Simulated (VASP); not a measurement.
# Re (P6_3/mmc) in VASP: notebook

Runs on Re. Level: PBE. Tasks: single point.

Everything below comes from runs of VASP 6.6.1. Logs are shortened: lines on timing, memory, paths and dates and some standing lists are left out, and cuts for length are marked.

**1. The cell of the first run**

Symmetry: P6_3/mmc, No. 194, hexagonal system. The conventional cell has a = 2.737 Å, b = 2.737 Å, c = 4.426 Å, α = 90.00°, β = 90.00°, γ = 120.00°. Within 3.6 Å of Re (site symmetry -6m2) lie 12 Re at 2.72 to 2.74 Å.

**2. Single point, PBE (14.35 Å³/atom)**

Contents of INCAR:

```
  ALGO = Fast
  EDIFF = 1E-6
  ENCUT = 520
  GGA = PE
  ISIF = 2
  ISMEAR = 0
  LASPH = True
  LCHARG = False
  LREAL = False
  LWAVE = False
  NBANDS = 14
  NELM = 80
  PREC = Accurate
  SIGMA = 0.05
```

Contents of KPOINTS:

```
k-points
0
Gamma
  18 18 10
```

Contents of POSCAR:

```
Re
1.0
    2.7366296191      0.0000000000      0.0000000000
   -1.3683148096      2.3699907709      0.0000000000
    0.0000000000      0.0000000000      4.4257449937
Re
2
Direct
    0.3333333333      0.6666666667      0.2500000000
    0.6666666667      0.3333333333      0.7500000000
```

Potentials or basis: VASP PAW PBE potentials, release 64 (Re).

Run with:

```bash
$ cat potpaw_PBE.64/Re/POTCAR > POTCAR
$ mpirun -np 1 vasp_std > vasp.out
```

OUTCAR:

```text
EDIFF = 1E-6
   ENCUT = 520
   GGA = PE
   ISIF = 2
   ISMEAR = 0
   LASPH = True
   LREAL = False
   NELM = 80
   PREC = Accurate

 ion  position               nearest neighbor table
   1  0.333  0.667  0.250-   2 2.72   2 2.72   2 2.72   2 2.72   2 2.72   2 2.72
   2  0.667  0.333  0.750-   1 2.72   1 2.72   1 2.72   1 2.72   1 2.72   1 2.72

  LATTYP: Found a hexagonal cell.
 ALAT       =     2.7366296191
 C/A-ratio  =     1.6172246923

  Lattice vectors:

 A1 = (   2.7366296191,   0.0000000000,   0.0000000000)
 A2 = (  -1.3683148096,   2.3699907709,   0.0000000000)
 A3 = (   0.0000000000,   0.0000000000,   4.4257449937)

Analysis of symmetry for initial positions (statically):
=====================================================================
 Subroutine PRICEL returns:
 Original cell was already a primitive cell.

 Routine SETGRP: Setting up the symmetry group for a
 hexagonal supercell.

 Subroutine GETGRP returns: Found 24 space group operations
 (whereof 12 operations were pure point group operations)
 out of a pool of 24 trial point group operations.

The static configuration has the point symmetry D_3d.
 The point group associated with its full space group is D_6h.

Analysis of symmetry for dynamics (positions and initial velocities):
=====================================================================
 Subroutine PRICEL returns:
 Original cell was already a primitive cell.

 Routine SETGRP: Setting up the symmetry group for a
 hexagonal supercell.

 Subroutine GETGRP returns: Found 24 space group operations
 (whereof 12 operations were pure point group operations)
 out of a pool of 24 trial point group operations.

The dynamic configuration has the point symmetry D_3d.
 The point group associated with its full space group is D_6h.

 Subroutine INISYM returns: Found 24 space group operations
 (whereof 12 operations are pure point group operations),
 and found     1 'primitive' translations

----------------------------------------------------------------------------------------

                                     Primitive cell

  volume of cell :      28.7044

  direct lattice vectors                    reciprocal lattice vectors
     2.736629619  0.000000000  0.000000000     0.365412986  0.210971286  0.000000000
    -1.368314810  2.369990771  0.000000000     0.000000000  0.421942571  0.000000000
     0.000000000  0.000000000  4.425744994     0.000000000  0.000000000  0.225950659

  length of vectors
     2.736629619  2.736629619  4.425744994     0.421942571  0.421942571  0.225950659

  position of ions in fractional coordinates (direct lattice)
     0.333333333  0.666666667  0.250000000
     0.666666667  0.333333333  0.750000000

  ion indices of the primitive-cell ions
   primitive index   ion index
                 1           1
                 2           2

----------------------------------------------------------------------------------------

 KPOINTS: k-points

Automatic generation of k-mesh.
 Grid dimensions read from file:
 generate k-points for:   18   18   10

 Generating k-lattice:

  Cartesian coordinates                     Fractional coordinates (reciprocal lattice)
     0.020300721  0.011720627  0.000000000     0.055555556  0.000000000  0.000000000
     0.000000000  0.023441254  0.000000000     0.000000000  0.055555556  0.000000000
     0.000000000  0.000000000  0.022595066     0.000000000  0.000000000  0.100000000

  Length of vectors
     0.023441254  0.023441254  0.022595066

  Shift w.r.t. Gamma in fractional coordinates (k-lattice)
     0.000000000  0.000000000  0.000000000

 Subroutine IBZKPT returns following result:
 ===========================================

 Found    222 irreducible k-points:

 Following reciprocal coordinates:
            Coordinates               Weight
  0.000000  0.000000  0.000000      1.000000
  0.055556  0.000000  0.000000      6.000000
  0.111111  0.000000  0.000000      6.000000
  0.166667  0.000000  0.000000      6.000000
  0.222222 -0.000000  0.000000      6.000000
  0.277778 -0.000000  0.000000      6.000000
[... 16 lines left out ...]
  0.333333  0.111111  0.000000     12.000000
  0.388889  0.111111  0.000000     12.000000
 [... further k-points ...]
   k-points           NKPTS =    222   k-points in BZ     NKDIM =    222   number of bands    NBANDS=     14
   number of dos      NEDOS =    301   number of ions     NIONS =      2
   total plane-waves  NPLWV =  14400
   dimension x,y,z NGX =    20 NGY =   20 NGZ =   36
   dimension x,y,z NGXF=    40 NGYF=   40 NGZF=   72
   ions per type =               2
   NGX,Y,Z   is equivalent  to a cutoff of  12.15, 12.15, 13.52 a.u.
   NGXF,Y,Z  is equivalent  to a cutoff of  24.30, 24.30, 27.05 a.u.
 SYSTEM =  unknown system
   PREC   = accura    normal or accurate (medium, high low for compatibility)
   ISTART =      0    job   : 0-new  1-cont  2-samecut
   ICHARG =      2    charge: 1-file 2-atom 10-const
   ISPIN  =      1    spin polarized calculation?
   LNONCOLLINEAR =      F non collinear calculations
   LSORBIT =      F    spin-orbit coupling
   LASPH  =      T    aspherical Exc in radial PAW
   ENCUT  =  520.0 eV  38.22 Ry    6.18 a.u.   5.09  5.09  8.23*2*pi/ulx,y,z
   NELM   =     80;   NELMIN=  2; NELMDL= -5     # of ELM steps
   EDIFF  = 0.1E-05   stopping-criterion for ELM
   LREAL  =      F    real-space projection
   EDIFFG = 0.1E-04   stopping-criterion for IOM
   NSW    =      0    number of steps for IOM
   IBRION =     -1    ionic relax: 0-MD 1-quasi-New 2-CG
   NFREE  =      0    steps in history (QN), initial steepest desc. (CG)
   ISIF   =      2    stress and relaxation
   ISYM   =      2    0-nonsym 1-usesym 2-fastsym
   POTIM  = 0.5000    time-step for ionic-motion
   TEBEG  =    0.0;   TEEND  =   0.0 temperature during run
   PSTRESS=    0.0 pullay stress
   NELECT =      14.0000    total number of electrons
   NUPDOWN=      -1.0000    fix difference up-down
   EMIN   =  10.00;   EMAX   =-10.00  energy-range for DOS
   EFERMI =   0.00;   METHOD = LEGACY
   ISMEAR =     0;   SIGMA  =   0.05  broadening in eV -4-tet -1-fermi 0-gaus
   EFERMI_NEDOS =   21; number of points for ismear=-14 and -15
   IALGO  =     68    algorithm
   IMIX   =      4    mixing-type and parameters
     AMIX     =   0.40;   BMIX     =  1.00
     AMIX_MAG =   1.60;   BMIX_MAG =  1.00
  volume/ion in A,a.u.               =      14.35        96.85
  Fermi-wavevector in a.u.,A,eV,Ry     =   1.288649  2.435193 22.594040  1.660615
  Thomas-Fermi vector in A             =   2.420589
   LORBIT       =      0    0 simple, 1 ext, 2 COOP (PROOUT), +10 PAW based schemes
   GGA     = PE    functional components
   LHFCALC =     F    Hartree Fock is set to
   AEXX    =    0.0000 exact exchange contribution
   IVDW    =     0    specifies the selected vdW correction
   LEPSILON=     F    determine dielectric tensor
   LRPA    =     F    only Hartree local field effects (RPA)
 non-spin polarized calculation
 RMM-DIIS sequential band-by-band and
 Gauss-broadening in eV      SIGMA  =   0.05
  energy-cutoff  :      520.00
  volume of cell :       28.70
 maximum number of plane-waves:       785
   NGX = 11   NGY = 11   NGZ = 17

 number of electron      14.0000001 magnetization

 Free energy of the ion-electron system (eV)
  ---------------------------------------------------
  ext. energy  EPLUGINS =         0.00000000
  ---------------------------------------------------
  free energy    TOTEN  =       -24.79488989 eV

  energy without entropy =      -24.79301298  energy(sigma->0) =      -24.79395143

 E-fermi :   8.1818     XC(G=0): -13.8686

 val. band max:        8.1750557780   @ k =   0.3889   0.2222   0.3000
 cond. band min:       8.1861029221   @ k =   0.1667   0.1111   0.0000
 fundamental gap:      0.0110471441
 Fermi energy:         8.1817792360

 k-point     1 :       0.0000    0.0000    0.0000
  band No.  band energies     occupation
      1      -1.8418      2.00000
      2       1.3860      2.00000
      3       6.5349      2.00000
      4       6.5531      2.00000
      5       6.5531      2.00000
      6       7.4199      2.00000
      7       7.4199      2.00000
      8       8.3984      0.00000
      9       8.3984      0.00000
     10       8.8520      0.00000
     11      11.6767      0.00000
     12      11.6767      0.00000
     13      18.5345      0.00000
     14      22.3847      0.00000

 k-point     2 :       0.0556    0.0000    0.0000
  band No.  band energies     occupation
      1      -1.7109      2.00000
      2       1.5098      2.00000
      3       6.1672      2.00000
      4       6.6735      2.00000
      5       6.8759      2.00000
      6       7.3240      2.00000
      7       7.5339      2.00000
      8       8.1313      1.84639
      9       8.2946      0.00142
     10       8.5159      0.00000
     11      11.7481      0.00000
     12      12.2832      0.00000
     13      18.5329      0.00000
     14      22.6801      0.00000

 k-point     3 :       0.1111    0.0000    0.0000
  band No.  band energies     occupation
      1      -1.3299      2.00000
      2       1.8572      2.00000
      3       5.7262      2.00000
      4       7.0070      2.00000
      5       7.0300      2.00000
      6       7.1837      2.00000
      7       7.2991      2.00000
      8       7.8707      2.00000
      9       8.0223      1.99999
     10       8.2580      0.03106
     11      11.9260      0.00000
     12      13.5117      0.00000
     13      18.4937      0.00000
     14      23.5003      0.00000
[... 324 lines left out ...]
 k-point    23 :       0.3333    0.1111    0.0000
  band No.  band energies     occupation
      1       2.2858      2.00000
      2       2.7279      2.00000
      3       3.1613      2.00000
      4       5.4345      2.00000
      5       6.0614      2.00000
      6       7.0082      2.00000
      7       7.1986      2.00000
      8      10.5409      0.00000
      9      11.6394      0.00000
     10      12.4092      0.00000
     11      13.0237      0.00000
     12      18.0419      0.00000
     13      18.6552      0.00000
     14      20.7886      0.00000

 k-point    24 :       0.3889    0.1111    0.0000
  band No.  band energies     occupation
      1       2.4555      2.00000
      2       2.5886      2.00000
      3       2.8824      2.00000
      4       5.8796      2.00000
      5       6.0344      2.00000
      6       6.7703      2.00000
      7       7.5457      2.00000
      8      11.5127      0.00000
      9      12.1433      0.00000
     10      12.4292      0.00000
     11      14.0575      0.00000
     12      16.9047      0.00000
     13      18.6617      0.00000
     14      19.7014      0.00000

 [... further k-points ...]

------------------------ aborting loop because EDIFF is reached ----------------------------------------

  FORCE on cell =-STRESS in cart. coord.  units (eV):
  Direction    XX          YY          ZZ          XY          YZ          ZX
  --------------------------------------------------------------------------------------
  -------------------------------------------------------------------------------------
  Total        2.8803639      2.8803639      2.8592659     -0.0000000      0.0000000      0.0000000
  in kB      160.7714303    160.7714303    159.5938186     -0.0000000      0.0000000      0.0000000
  external PRESSURE =     160.3788931 kB  Pullay stress =       0.0000000 kB

 VOLUME and BASIS-vectors are now :
 -----------------------------------------------------------------------------
  energy-cutoff  :      520.00
  volume of cell :       28.70
      direct lattice vectors                 reciprocal lattice vectors
     2.736629619  0.000000000  0.000000000     0.365412986  0.210971286  0.000000000
    -1.368314810  2.369990771  0.000000000     0.000000000  0.421942571  0.000000000
     0.000000000  0.000000000  4.425744994     0.000000000  0.000000000  0.225950659

 POSITION                                       TOTAL-FORCE (eV/Angst)
 -----------------------------------------------------------------------------------
     -0.00000      1.57999      1.10644        -0.000000      0.000000      0.000000
      1.36831      0.79000      3.31931         0.000000      0.000000      0.000000
 -----------------------------------------------------------------------------------
    total drift:                               -0.000000      0.000000     -0.000000

  FREE ENERGIE OF THE ION-ELECTRON SYSTEM (eV)
  ---------------------------------------------------
  free  energy   TOTEN  =       -24.7948898865 eV

  energy  without entropy=      -24.7930129829  energy(sigma->0) =      -24.79395143
```

Run time: 59 s. Hardware: 1 thread of AMD EPYC 9R45 (Zen 5), shared host; peak memory 0.17 GiB.

Results:

```yaml
Free_energy: -24.7949 eV
Pressure: 16.0 GPa
Band_gap_on_the_k_mesh: zero (bands 7 and 8 overlap by 3.31 eV)
```

Levels at points of the mesh, in eV from the Fermi level:
```csv
k point,band 3,band 4,band 5,band 6,band 7,band 8,band 9,band 10,band 11,band 12
"(0.00, 0.00, 0.00)",-1.65,-1.63,-1.63,-0.76,-0.76,0.22,0.22,0.67,3.49,3.49
"(0.50, 0.00, 0.00)",-5.42,-1.99,-1.72,-1.41,-0.61,4.15,4.55,4.70,6.30,7.32
"(0.00, 0.00, 0.50)",-2.45,-2.45,-1.76,-1.76,-1.76,-1.76,2.66,2.66,2.66,2.66
"(0.50, 0.00, 0.50)",-4.23,-4.23,0.42,0.42,1.00,1.00,4.47,4.47,4.96,4.96
```

Caveat: the cell stands under pressure; spin-orbit coupling is left out, which moves the levels of the heavy elements.

**3. Single point, PBE (14.65 Å³/atom)**

This run uses another cell than the first one, of 14.65 Å³/atom.

Contents of INCAR:

```
PREC = Accurate
ENCUT = 520
EDIFF = 1E-7
ISMEAR = 0
SIGMA = 0.05
LREAL = False
LASPH = True
NELM = 100
ALGO = Normal
ISIF = 2
LWAVE = False
LCHARG = False
GGA = PE
NBANDS = 14
```

Contents of KPOINTS:

```
Automatic mesh
0
Gamma
  18 18 10
```

Contents of POSCAR:

```
Re
1.0
    2.7558517175      0.0000000000      0.0000000000
   -1.3779258587      2.3866375964      0.0000000000
    0.0000000000      0.0000000000      4.4551423345
Re
2
Direct
    0.3333333333      0.6666666667      0.2500000000
    0.6666666667      0.3333333333      0.7500000000
```

Potentials or basis: VASP PAW PBE potentials, release 64 (Re).

Run with:

```bash
$ cat potpaw_PBE.64/Re/POTCAR > POTCAR
$ mpirun -np 1 vasp_std > vasp.out
```

It took 57 s on 1 thread of AMD EPYC 9R45 (Zen 5), shared host; peak memory 0.17 GiB.

It converged, with:

- Free energy: -24.8386 eV
- Pressure: 7.3 GPa
- Band gap on the k mesh: zero (bands 7 and 8 overlap by 3.19 eV)

Levels at points of the mesh, in eV from the Fermi level:
| k point | band 4 | band 5 | band 6 | band 7 | band 8 | band 9 | band 10 | band 11 |
| --- | --- | --- | --- | --- | --- | --- | --- | --- |
| (0.00, 0.00, 0.00) | -1.57 | -1.57 | -0.73 | -0.73 | 0.21 | 0.21 | 0.63 | 3.40 |
| (0.50, 0.00, 0.00) | -1.92 | -1.71 | -1.37 | -0.59 | 4.02 | 4.41 | 4.55 | 6.12 |
| (0.00, 0.00, 0.50) | -2.38 | -1.70 | -1.70 | -1.70 | -1.70 | 2.58 | 2.58 | 2.58 |
| (0.50, 0.00, 0.50) | -4.10 | 0.42 | 0.42 | 0.95 | 0.95 | 4.33 | 4.33 | 4.82 |

Caveat: the cell stands under pressure; spin-orbit coupling is left out, which moves the levels of the heavy elements.

**4. Single point, PBE**

This run uses another cell than the first one, of 14.95 Å³/atom.

Contents of INCAR:

```
SYSTEM = Re
PREC = Accurate ; ENCUT = 520
EDIFF = 1E-6 ; ISMEAR = 0
SIGMA = 0.05 ; LREAL = .False.
LASPH = .True. ; NELM = 100
ALGO = Fast ; ISIF = 2
LWAVE = .False. ; LCHARG = .False.
GGA = PE ; NBANDS = 14
```

Contents of KPOINTS:

```
Automatic mesh
0
Gamma
  18 18 10
  0 0 0
```

Contents of POSCAR:

```
Re
1.0
    2.7744729020      0.0000000000      0.0000000000
   -1.3872364510      2.4027640153      0.0000000000
    0.0000000000      0.0000000000      4.4852455607
Re
2
Direct
    0.3333333333      0.6666666667      0.2500000000
    0.6666666667      0.3333333333      0.7500000000
```

Run with:

```bash
$ cat potpaw_PBE.64/Re/POTCAR > POTCAR
$ mpirun -np 1 vasp_std > vasp.out
```

Run time: 74 s. Hardware: 1 thread of AMD EPYC 9R45 (Zen 5), shared host; peak memory 0.18 GiB.

Results (log left out):

- Free energy: -24.8514 eV
- Pressure: -0.5 GPa
- Band gap on the k mesh: zero (bands 7 and 8 overlap by 3.08 eV)

Stress tensor (GPa, compression positive):
```
-0.47  0.00  0.00
 0.00 -0.47  0.00
 0.00  0.00 -0.59
```

Levels at points of the mesh, in eV from the Fermi level:
```
           k point  band 5  band 6  band 7  band 8  band 9  band 10
(0.00, 0.00, 0.00)   -1.52   -0.70   -0.70    0.21    0.21     0.59
(0.50, 0.00, 0.00)   -1.71   -1.34   -0.58    3.90    4.27     4.41
(0.00, 0.00, 0.50)   -1.64   -1.64   -1.64   -1.64    2.50     2.50
(0.50, 0.00, 0.50)    0.41    0.41    0.91    0.91    4.20     4.20
```

Caveat: spin-orbit coupling is left out, which moves the levels of the heavy elements.

**5. Overview**

| cell | gap on the mesh (eV) | pressure (GPa) |
| --- | --- | --- |
| a = 2.737, b = 2.737, c = 4.426 Å, angles 90.0, 90.0, 120.0°, 2 atoms | none | 16.0 |
| a = 2.756, b = 2.756, c = 4.455 Å, angles 90.0, 90.0, 120.0°, 2 atoms | none | 7.3 |
| a = 2.774, b = 2.774, c = 4.485 Å, angles 90.0, 90.0, 120.0°, 2 atoms | none | -0.5 |

Alike in all rows: task single point; level PBE; potentials or basis VASP PAW PBE potentials, release 64 (Re); no spin polarisation; k mesh 18 × 18 × 10; cutoff (eV) 520; smearing gaussian 0.05 eV.

Caveats: spin-orbit coupling is left out, which moves the levels of the heavy elements; the cell stands under pressure (at least some runs).

Absolute energies hang on the potentials; compare differences alone.
